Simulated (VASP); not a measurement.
# K3Li5Cl8 in VASP: single point with PBE

Aim: the single point of K3Li5Cl8 with PBE.

Program: VASP 6.6.1. These are calculated values, not measurements. Logs are shortened: lines on timing, memory, paths and dates and some standing lists are left out, and cuts for length are marked.

### 1 The cell of the first run

The cell holds a disordered packing, 16 atoms: a = 7.383 Å, b = 7.409 Å, c = 7.767 Å, α = 85.83°, β = 79.54°, γ = 88.89°.

### 2 Single point, PBE

INCAR reads:

```
SYSTEM = K3Li5Cl8
PREC     = Accurate       ! precision mode
ENCUT    = 650            ! plane-wave cutoff, eV
EDIFF    = 1E-6           ! SCF threshold, eV
ISMEAR   = 0              ! smearing method
SIGMA    = 0.1            ! smearing width, eV
LREAL    = Auto         
LASPH    = .TRUE.         ! aspherical terms in the spheres
NELM     = 120            ! most SCF steps
ALGO     = Normal         ! electronic algorithm
ISIF     = 2              ! what is computed and relaxed
LWAVE    = .FALSE.        ! write WAVECAR
LCHARG   = .FALSE.        ! write CHGCAR
GGA      = PE             ! functional
ISYM     = -1           
NBANDS   = 63             ! bands
GGA_COMPAT= .FALSE.
```

KPOINTS reads:

```
explicit points
1
Reciprocal
  0.25000000   0.25000000   0.25000000 1
```

POSCAR reads:

```
K3Li5Cl8
1.0
    7.3492545071      0.0647269031      0.7005983613
    0.0519607179      7.4033171940      0.2869681111
    0.6764797973      0.2605848119      7.7326123509
Li Cl K
5 8 3
Direct
    0.1863541933      0.2044652528      0.0511762789
    0.7048021431      0.5099734288      0.1583732318
    1.0240319247      0.2960636669      0.5171037251
    0.5538910629      0.3901323123      0.6610570083
    0.5581706101      0.0629980178      0.9259304478
    0.4829902400      0.3701204180      0.9923925541
    0.9782478912      0.4245219438      0.9928988178
    0.8010637200      0.5503279458      0.4576770394
    0.2938765196      0.4964498011      0.5297171862
    0.1617532848      0.0625280634      0.3372154514
    0.2708042830      0.9779667558      0.8499180939
    0.6524750126      0.8193385452      0.0894173141
    0.7470747656      0.1185542219      0.6528972539
    0.2047530663      0.6833068031      0.1668543212
    0.5051252564      0.8925668231      0.4735830572
    0.9693400207      0.7621415454      0.7278109573
```

Potentials or basis: VASP PAW PBE potentials, release 64 (Li_sv, Cl, K_sv).

Run with:

```bash
> cat potpaw_PBE.64/Li_sv/POTCAR potpaw_PBE.64/Cl/POTCAR potpaw_PBE.64/K_sv/POTCAR > POTCAR
> mpirun -np 1 vasp_std > vasp.out
```

OUTCAR:

```text
SYSTEM = K3Li5Cl8
   PREC = Accurate
   ENCUT = 650
   EDIFF = 1E-6
   ISMEAR = 0
   LREAL = Auto
   LASPH = .TRUE.
   NELM = 120
   ISIF = 2
   GGA = PE
   ISYM = -1

 ion  position               nearest neighbor table
   1  0.186  0.204  0.051-   7 2.30  10 2.37  11 2.37   6 2.48
   2  0.705  0.510  0.158-   7 2.29  12 2.36   6 2.54   8 2.59
   3  0.024  0.296  0.517-  10 2.40  13 2.48   9 2.53   8 2.55
   4  0.554  0.390  0.661-   9 2.43  13 2.44   8 2.45   6 2.53
   5  0.558  0.063  0.926-  12 2.30  13 2.33   6 2.40  11 2.41
   6  0.483  0.370  0.992-   5 2.40   1 2.48   4 2.53   2 2.54
   7  0.978  0.425  0.993-   2 2.29   1 2.30  14 3.10  16 3.13
   8  0.801  0.550  0.458-   4 2.45   3 2.55   2 2.59  16 3.15
   9  0.294  0.496  0.530-   4 2.43   3 2.53  14 3.22
  10  0.162  0.063  0.337-   1 2.37   3 2.40  15 3.13  14 3.18
  11  0.271  0.978  0.850-   1 2.37   5 2.41  16 3.09  14 3.14  15 3.21
  12  0.652  0.819  0.089-   5 2.30   2 2.36  15 3.07
  13  0.747  0.119  0.653-   5 2.33   4 2.44   3 2.48  15 3.05  16 3.16
  14  0.205  0.683  0.167-   7 3.10  11 3.14  10 3.18   9 3.22
  15  0.505  0.893  0.474-  13 3.05  12 3.07  10 3.13  11 3.21
  16  0.969  0.762  0.728-  11 3.09   7 3.13   8 3.15  13 3.16

IMPORTANT INFORMATION: All symmetrisations will be switched off!
NOSYMM: (Re-)initialisation of all symmetry stuff for point group C_1.

----------------------------------------------------------------------------------------

                                     Primitive cell

  volume of cell :     416.6604

  direct lattice vectors                    reciprocal lattice vectors
     7.349254507  0.064726903  0.700598361     0.137215357 -0.000498401 -0.011987351
     0.051960718  7.403317194  0.286968111    -0.000763074  0.135254031 -0.004491230
     0.676479797  0.260584812  7.732612351    -0.012403813 -0.004974310  0.130575168

  length of vectors
     7.382856456  7.409059056  7.766519370     0.137738880  0.135330729  0.131257277

  position of ions in fractional coordinates (direct lattice)
     0.186354193  0.204465253  0.051176279
     0.704802143  0.509973429  0.158373232
     0.024031925  0.296063667  0.517103725
     0.553891063  0.390132312  0.661057008
     0.558170610  0.062998018  0.925930448
     0.482990240  0.370120418  0.992392554
     0.978247891  0.424521944  0.992898818
     0.801063720  0.550327946  0.457677039
     0.293876520  0.496449801  0.529717186
     0.161753285  0.062528063  0.337215451
     0.270804283  0.977966756  0.849918094
     0.652475013  0.819338545  0.089417314
     0.747074766  0.118554222  0.652897254
     0.204753066  0.683306803  0.166854321
     0.505125256  0.892566823  0.473583057
     0.969340021  0.762141545  0.727810957

  ion indices of the primitive-cell ions
   primitive index   ion index
                 1           1
                 2           2
                 3           3
                 4           4
                 5           5
                 6           6
                 7           7
                 8           8
                 9           9
                10          10
                11          11
                12          12
                13          13
                14          14
                15          15
                16          16

----------------------------------------------------------------------------------------

 KPOINTS: explicit points

Read explicit list of k-points.

 Found      1 k-points:

 Following reciprocal coordinates:
            Coordinates               Weight
  0.250000  0.250000  0.250000      1.000000
   k-points           NKPTS =      1   k-points in BZ     NKDIM =      1   number of bands    NBANDS=     63
   number of dos      NEDOS =    301   number of ions     NIONS =     16
   total plane-waves  NPLWV = 286720
   dimension x,y,z NGX =    64 NGY =   64 NGZ =   70
   dimension x,y,z NGXF=   128 NGYF=  128 NGZF=  140
   ions per type =               5   8   3
   NGX,Y,Z   is equivalent  to a cutoff of  14.41, 14.36, 14.98 a.u.
   NGXF,Y,Z  is equivalent  to a cutoff of  28.82, 28.72, 29.97 a.u.
 SYSTEM =  K3Li5Cl8
   PREC   = accura    normal or accurate (medium, high low for compatibility)
   ISTART =      0    job   : 0-new  1-cont  2-samecut
   ICHARG =      2    charge: 1-file 2-atom 10-const
   ISPIN  =      1    spin polarized calculation?
   LNONCOLLINEAR =      F non collinear calculations
   LSORBIT =      F    spin-orbit coupling
   LASPH  =      T    aspherical Exc in radial PAW
   ENCUT  =  650.0 eV  47.77 Ry    6.91 a.u.  15.35 15.40 16.15*2*pi/ulx,y,z
   NELM   =    120;   NELMIN=  2; NELMDL= -5     # of ELM steps
   EDIFF  = 0.1E-05   stopping-criterion for ELM
   LREAL  =      T    real-space projection
   EDIFFG = 0.1E-04   stopping-criterion for IOM
   NSW    =      0    number of steps for IOM
   IBRION =     -1    ionic relax: 0-MD 1-quasi-New 2-CG
   NFREE  =      0    steps in history (QN), initial steepest desc. (CG)
   ISIF   =      2    stress and relaxation
   ISYM   =     -1    0-nonsym 1-usesym 2-fastsym
   POTIM  = 0.5000    time-step for ionic-motion
   TEBEG  =    0.0;   TEEND  =   0.0 temperature during run
   PSTRESS=    0.0 pullay stress
   NELECT =      98.0000    total number of electrons
   NUPDOWN=      -1.0000    fix difference up-down
   EMIN   =  10.00;   EMAX   =-10.00  energy-range for DOS
   EFERMI =   0.00;   METHOD = LEGACY
   ISMEAR =     0;   SIGMA  =   0.10  broadening in eV -4-tet -1-fermi 0-gaus
   EFERMI_NEDOS =   21; number of points for ismear=-14 and -15
   IALGO  =     38    algorithm
   IMIX   =      4    mixing-type and parameters
     AMIX     =   0.40;   BMIX     =  1.00
     AMIX_MAG =   1.60;   BMIX_MAG =  1.00
  volume/ion in A,a.u.               =      26.04       175.74
  Fermi-wavevector in a.u.,A,eV,Ry     =   1.010546  1.909655 13.894315  1.021203
  Thomas-Fermi vector in A             =   2.143542
   LORBIT       =      0    0 simple, 1 ext, 2 COOP (PROOUT), +10 PAW based schemes
   GGA     = PE    functional components
   LHFCALC =     F    Hartree Fock is set to
   AEXX    =    0.0000 exact exchange contribution
   IVDW    =     0    specifies the selected vdW correction
   LEPSILON=     F    determine dielectric tensor
   LRPA    =     F    only Hartree local field effects (RPA)
 non-spin polarized calculation
 Gauss-broadening in eV      SIGMA  =   0.10
  energy-cutoff  :      650.00
  volume of cell :      416.66
 maximum number of plane-waves:     15690
 NGX is ok and might be reduce to    64
   NGX = 31   NGY = 31   NGZ = 33

 number of electron      98.0000004 magnetization

 Free energy of the ion-electron system (eV)
  ---------------------------------------------------
  ext. energy  EPLUGINS =         0.00000000
  ---------------------------------------------------
  free energy    TOTEN  =       -56.73767716 eV

  energy without entropy =      -56.73767716  energy(sigma->0) =      -56.73767716

 E-fermi :  -1.1127     XC(G=0):  -7.3484

 val. band max:       -1.6123071008   @ k =   0.2500   0.2500   0.2500
 cond. band min:       4.3132224578   @ k =   0.2500   0.2500   0.2500
 fundamental gap:      5.9255295586
 Fermi energy:        -1.1127389026

 k-point     1 :       0.2500    0.2500    0.2500
  band No.  band energies     occupation
      1     -45.1635      2.00000
      2     -45.1465      2.00000
      3     -44.9790      2.00000
      4     -44.6877      2.00000
      5     -44.5692      2.00000
      6     -29.1506      2.00000
      7     -29.1149      2.00000
      8     -29.0841      2.00000
      9     -14.3665      2.00000
     10     -14.2169      2.00000
     11     -14.1516      2.00000
     12     -14.0525      2.00000
     13     -13.9852      2.00000
     14     -13.8960      2.00000
     15     -13.8246      2.00000
     16     -13.8055      2.00000
     17     -12.6548      2.00000
     18     -12.6276      2.00000
     19     -12.6105      2.00000
     20     -12.5876      2.00000
     21     -12.5806      2.00000
     22     -12.5592      2.00000
     23     -12.5523      2.00000
     24     -12.5208      2.00000
     25     -12.4822      2.00000
     26      -3.5068      2.00000
     27      -3.2910      2.00000
     28      -3.2043      2.00000
     29      -3.1409      2.00000
     30      -3.0248      2.00000
     31      -2.9332      2.00000
     32      -2.8267      2.00000
     33      -2.7543      2.00000
     34      -2.6203      2.00000
     35      -2.5477      2.00000
     36      -2.4419      2.00000
     37      -2.3206      2.00000
     38      -2.2974      2.00000
     39      -2.2402      2.00000
     40      -2.1902      2.00000
     41      -2.1447      2.00000
     42      -2.0686      2.00000
     43      -2.0068      2.00000
     44      -1.8765      2.00000
     45      -1.8436      2.00000
     46      -1.7571      2.00000
     47      -1.6888      2.00000
     48      -1.6827      2.00000
     49      -1.6123      2.00000
     50       4.3132      0.00000
     51       5.3170      0.00000
     52       5.4523      0.00000
     53       5.7335      0.00000
     54       5.8198      0.00000
     55       5.9793      0.00000
     56       6.0603      0.00000
     57       6.2369      0.00000
     58       6.4799      0.00000
     59       6.5789      0.00000
     60       6.7746      0.00000
     61       7.0062      0.00000
 [bands above 61 left out]

------------------------ aborting loop because EDIFF is reached ----------------------------------------

  FORCE on cell =-STRESS in cart. coord.  units (eV):
  Direction    XX          YY          ZZ          XY          YZ          ZX
  --------------------------------------------------------------------------------------
  -------------------------------------------------------------------------------------
  Total        0.0121062      0.0150724      0.0751464     -0.0188152      0.0390905      0.0429377
  in kB        0.0465516      0.0579576      0.2889594     -0.0723498      0.1503141      0.1651078
  external PRESSURE =       0.1311562 kB  Pullay stress =       0.0000000 kB

 VOLUME and BASIS-vectors are now :
 -----------------------------------------------------------------------------
  energy-cutoff  :      650.00
  volume of cell :      416.66
      direct lattice vectors                 reciprocal lattice vectors
     7.349254507  0.064726903  0.700598361     0.137215357 -0.000498401 -0.011987351
     0.051960718  7.403317194  0.286968111    -0.000763074  0.135254031 -0.004491230
     0.676479797  0.260584812  7.732612351    -0.012403813 -0.004974310  0.130575168

 POSITION                                       TOTAL-FORCE (eV/Angst)
 -----------------------------------------------------------------------------------
      1.41481      1.53912      0.58496        -0.001681      0.003751      0.002794
      5.31341      3.86238      1.86477         0.010217     -0.007151     -0.005006
      0.54181      2.32816      4.10036         0.003785      0.002072     -0.004942
      4.53815      3.09639      5.61171        -0.002375      0.006687     -0.002314
      4.73178      0.74381      7.56899        -0.005950      0.000423      0.004711
      4.24018      3.02998      8.11838         0.004484     -0.001061     -0.002649
      7.88313      3.46492      8.48488        -0.008843      0.000771     -0.005162
      6.22543      4.24537      4.25819        -0.017336     -0.012749      0.003114
      2.54391      3.83243      4.44445         0.007687      0.004194      0.010345
      1.42013      0.56126      2.73882        -0.006425      0.000664      0.008919
      2.61598      7.47920      7.04246         0.006075      0.010023     -0.000685
      4.89827      6.13136      1.38368         0.004461      0.001332     -0.008572
      5.93827      1.09619      5.60602         0.001678      0.001556     -0.004223
      1.65316      5.11547      1.62976         0.002311     -0.005558     -0.001132
      4.07904      6.76406      4.27206         0.001532     -0.001694      0.006671
      7.65588      5.89477      6.52571         0.000381     -0.003261     -0.001869
 -----------------------------------------------------------------------------------
    total drift:                               -0.000625      0.000644      0.009430

  FREE ENERGIE OF THE ION-ELECTRON SYSTEM (eV)
  ---------------------------------------------------
  free  energy   TOTEN  =       -56.7376771561 eV

  energy  without entropy=      -56.7376771561  energy(sigma->0) =      -56.73767716
```

Wall time 1.9 min (1 thread of AMD EPYC 7R13 (Zen 3), shared host); peak memory 0.54 GiB.

What came out:

| Property | Result |
| --- | --- |
| Free energy | -56.7377 eV |
| Pressure | 0.0 GPa |
| Largest force | 0.022 eV/Å |

Forces on the atoms (eV/Å):
```
Li  -0.002  0.004  0.003
Li   0.010 -0.007 -0.005
Li   0.004  0.002 -0.005
Li  -0.002  0.007 -0.002
Li  -0.006  0.000  0.005
Cl   0.004 -0.001 -0.003
Cl  -0.009  0.001 -0.005
Cl  -0.017 -0.013  0.003
Cl   0.008  0.004  0.010
Cl  -0.006  0.001  0.009
Cl   0.006  0.010 -0.001
Cl   0.004  0.001 -0.009
Cl   0.002  0.002 -0.004
K    0.002 -0.006 -0.001
K    0.002 -0.002  0.007
K    0.000 -0.003 -0.002
```
